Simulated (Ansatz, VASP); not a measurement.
## Two plane-wave programs on La

```xyz
4
Lattice="3.7872 0.0000 0.0000 -1.8936 3.2798 0.0000 0.0000 0.0000 12.0621" Properties=species:S:1:pos:R:3 pbc="T T T"
La    3.7872    0.0000    0.0000
La    3.7872    0.0000    6.0310
La    0.0000    2.1865    9.0466
La    1.8936    1.0933    3.0155
```

Alike in both runs: task single point; functional r2SCAN; k mesh 10 × 10 × 3; no spin polarisation.

|  | VASP | Ansatz |
| --- | --- | --- |
| version | VASP 6.6.1 | Ansatz 0.2.0 |
| potentials or method | VASP PAW PBE potentials, release 64 (La), cutoff 520 eV | plane waves (500 eV) with PAW, scalar-relativistic |
| occupations | methfessel-paxton of order 1, width 1 eV | cold, width 1 eV |
| valence electrons in the cell | 44 | 44 |

VASP gave:

| Item | Value |
| --- | --- |
| pressure (GPa) | -0.1 |
| traceless stress, the component that is largest in VASP (GPa) | 0.17 |

Q: Which values does Ansatz return?

A: Pressure (GPa): 0.4; traceless stress, the component that is largest in VASP (GPa): 0.29.

VASP's potentials were made for PBE, not for r2SCAN.

Neither program's run includes spin-orbit coupling.
